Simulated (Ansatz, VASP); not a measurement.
# Ga4SbP3 in VASP and in Ansatz

File INCAR:

```
SYSTEM = Ga4SbP3
  ALGO = Normal
  EDIFF = 1E-6
  ENCUT = 500
  GGA = PE
  GGA_COMPAT = .FALSE.
  ISIF = 2
  ISMEAR = -1
  LASPH = .TRUE.
  LCHARG = .FALSE.
  LREAL = .FALSE.
  LWAVE = .FALSE.
  NBANDS = 51
  NELM = 120
  PREC = Accurate
  SIGMA = 0.02
```

Contents of KPOINTS:

```
k-points
0
G
  6 4 4
  0 0 0
```

The input POSCAR:

```
Ga4SbP3
1.0
    3.9730057215      0.0000000000      0.0000000000
    0.0000000000      7.9537704341      0.0000000000
    0.0000000000      0.0000000000      5.6101828068
P Ga Sb
3 4 1
Direct
    0.0000000000      0.2384838193      0.0004492322
    0.5000000000      0.0000000000      0.5010812446
    0.0000000000      0.7615161807      0.0004492322
    0.5000000000      0.2304636185      0.7629870712
    0.0000000000      0.0000000000      0.2622631924
    0.5000000000      0.7695363815      0.7629870712
    0.0000000000      0.5000000000      0.2097062908
    0.5000000000      0.5000000000      0.5000766653
```

Input for Ansatz:

```yaml
crystal:
  lattice:
    - [3.9730057215, 0.0, 0.0]
    - [0.0, 7.9537704341, 0.0]
    - [0.0, 0.0, 5.6101828068]
  atoms:
    - { symbol: P, position: [0.0, 0.2384838193, 0.0004492322] }
    - { symbol: Ga, position: [0.5, 0.2304636185, 0.7629870712] }
    - { symbol: P, position: [0.5, 0.0, 0.5010812446] }
    - { symbol: Ga, position: [0.0, 0.0, 0.2622631924] }
    - { symbol: P, position: [0.0, 0.7615161807, 0.0004492322] }
    - { symbol: Ga, position: [0.5, 0.7695363815, 0.7629870712] }
    - { symbol: Sb, position: [0.5, 0.5, 0.5000766653] }
    - { symbol: Ga, position: [0.0, 0.5, 0.2097062908] }
kpoints:
  mp_grid: { grid: [6, 4, 4] }
  band_path:
    path:
      - [[0.0, 0.0, 0.0], [0.5, 0.0, 0.0], [0.5, 0.5, 0.0], [0.0, 0.5, 0.0], [0.0, 0.0, 0.0], [0.0, 0.0, 0.5], [0.5, 0.0, 0.5], [0.5, 0.5, 0.5], [0.0, 0.5, 0.5], [0.0, 0.0, 0.5]]
      - [[0.5, 0.0, 0.0], [0.5, 0.0, 0.5]]
      - [[0.0, 0.5, 0.0], [0.0, 0.5, 0.5]]
      - [[0.5, 0.5, 0.0], [0.5, 0.5, 0.5]]
    npoints: 10
hamiltonian:
  xc: pbe
scf:
  occupations: { method: fermi_dirac, width: 0.02 }
  n_extra_bands: 6
output:
  forces: true
  stress: true
  eigenvalues: true
```

Alike in both runs: task single point; functional PBE; k mesh 6 × 4 × 4; occupations fermi-dirac, width 0.02 eV; no spin polarisation.

|  | VASP | Ansatz |
| --- | --- | --- |
| version | VASP 6.6.1 | Ansatz 0.2.0 |
| potentials or method | VASP PAW PBE potentials, release 64 (P, Ga_d, Sb_d_GW) | plane waves, PAW |
| plane-wave cutoff (eV) | 500 | 420 |
| valence electrons in the cell | 82 | 82 |

```csv
,VASP,Ansatz,Ansatz less VASP
pressure (GPa),2.3,2.3,0.00
rms of the force components (eV/Å),0.024,0.023,-0.0007
```

Neither program's run includes spin-orbit coupling.
